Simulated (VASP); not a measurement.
Input of a VASP 6.6.1 run:

The input INCAR:

```
ALGO = Normal
EDIFF = 1E-7
ENCUT = 520
GGA = PE
ISIF = 2
ISMEAR = -1
LASPH = T
LCHARG = T
LELF = T
LREAL = F
LVHAR = T
LWAVE = F
NBANDS = 33
NELM = 80
PREC = Accurate
SIGMA = 0.1
```

The input KPOINTS:

```
k-points
0
Gamma
  9 9 9
```

The input POSCAR:

```
Lu2Be
1.0
    0.0000000000      3.3502278090      0.0000000000
    3.3502278090      0.0000000000      0.0000000000
    1.6751139045      1.6751139045     -5.8793056310
Lu Be
2 1
Direct
    0.3626158006      0.3626158006      0.2747683988
    0.6373841994      0.6373841994      0.7252316012
    0.0000000000      0.0000000000      0.0000000000
```

Potentials or basis: VASP PAW PBE potentials, release 64 (Lu, Be).

Command:

```console
$ cat potpaw_PBE.64/Lu/POTCAR potpaw_PBE.64/Be/POTCAR > POTCAR
$ mpirun -np 1 vasp_std > vasp.out
```

(1) Estimate the pressure.

(2) Estimate the largest force.

(3) Predict the band gap on the k mesh.

Results:

(1) 0.2 GPa.

(2) 0.004 eV/Å.

(3) zero (band 26 reaches 2.98 eV, above the bottom of band 27 at 2.36 eV).

Caveat: spin-orbit coupling is left out, which moves the levels of the heavy elements.
